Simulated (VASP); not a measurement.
Write the native input for VASP 6.6.1 that does the following.

```yaml
Task: single point
Functional: PBE
Dispersion: D3(BJ)
Potentials_or_basis: VASP PAW PBE potentials, release 64 (Sb)
Cutoff: 400 eV
k_mesh: 12 × 12 × 1
Occupations: gaussian, width 0.03 eV
Spin: no spin polarisation
Dipole_correction: yes
Further_INCAR_settings: ALGO = Normal; EDIFF = 1e-06; NBANDS = 12; NELMDL = -8
```

The structure of Sb lies in POSCAR:

```
Sb
1.0
    4.0684997068      0.0000000000      0.0000000000
   -2.0342498534      3.5234241013      0.0000000000
    0.0000000000      0.0000000000     27.1000000030
Sb
2
Direct
    0.3333333333      0.6666666667      0.2583030159
    0.6666666667      0.3333333333      0.3191877589
```

One way to write it, as run:

INCAR

```
PREC = Accurate ; ENCUT = 400
EDIFF = 1E-6 ; ISMEAR = 0
SIGMA = 0.03 ; LREAL = F
LASPH = T ; NELM = 120
ALGO = Normal ; ISIF = 2
LWAVE = F ; LCHARG = F
LDIPOL = T ; IDIPOL = 3
DIPOL = 0.5 0.5 0.289 ; GGA = PE
IVDW = 12 ; NBANDS = 12
GGA_COMPAT = F ; NELMDL = -8
```

KPOINTS

```
regular mesh
0
Gamma
  12 12 1
```

Potentials or basis: VASP PAW PBE potentials, release 64 (Sb).

Launch:

```sh
$ cat potpaw_PBE.64/Sb/POTCAR > POTCAR
$ mpirun -np 1 vasp_std > vasp.out
```

It gave:

| Property | Result |
| --- | --- |
| Largest force | 0.091 eV/Å |
| Band gap on the k mesh | 1.19 eV, indirect (least direct gap 1.64 eV) |
| Dispersion energy per atom | -0.237 eV |

Caveat: spin-orbit coupling is left out, which moves the levels of the heavy elements.

Run time: 57 s on 1 thread of Intel(R) Xeon(R) 6975P-C (Granite Rapids), with other jobs on the host, peak memory 0.35 GiB.
